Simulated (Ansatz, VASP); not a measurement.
## Ti3H: VASP beside Ansatz

```
Ti H
1.0
     4.60374    0.00000    0.00000
    -2.30187    3.98696    0.00000
     0.00000    0.00000   22.49682
Ti H
6 2
Direct
  0.66667 0.33333 0.17780
  0.33333 0.66667 0.21957
  0.00000 0.00000 0.26135
  0.66667 0.33333 0.29805
  0.33333 0.66667 0.33046
  0.00000 0.00000 0.37769
  0.33763 0.00000 0.46881
  0.66237 0.00000 0.46881
```

Alike in both runs: task single point; functional PBE; k mesh 6 × 6 × 1; occupations gaussian, width 0.1 eV; no spin polarisation.

```csv
,VASP,Ansatz
version,VASP 6.6.1,Ansatz 0.2.0
potentials or method,"VASP PAW PBE potentials, release 64 (Ti_sv, H), cutoff 520 eV","scalar-relativistic, plane waves, PAW"
valence electrons in the cell,74,74
```

|  | VASP | Ansatz | Ansatz less VASP |
| --- | --- | --- | --- |
| gap on the k mesh at the Fermi level (eV) | none | none | - |
| rms of the force components (eV/Å) | 0.569 | 0.568 | -0.0008 |

Atom by atom the forces differ by 0.005 eV/Å (rms over components). A gap of «none» marks a metal or a gap that the smearing closes. The functional is the same, so the differences come from potentials, cutoffs and numerics.
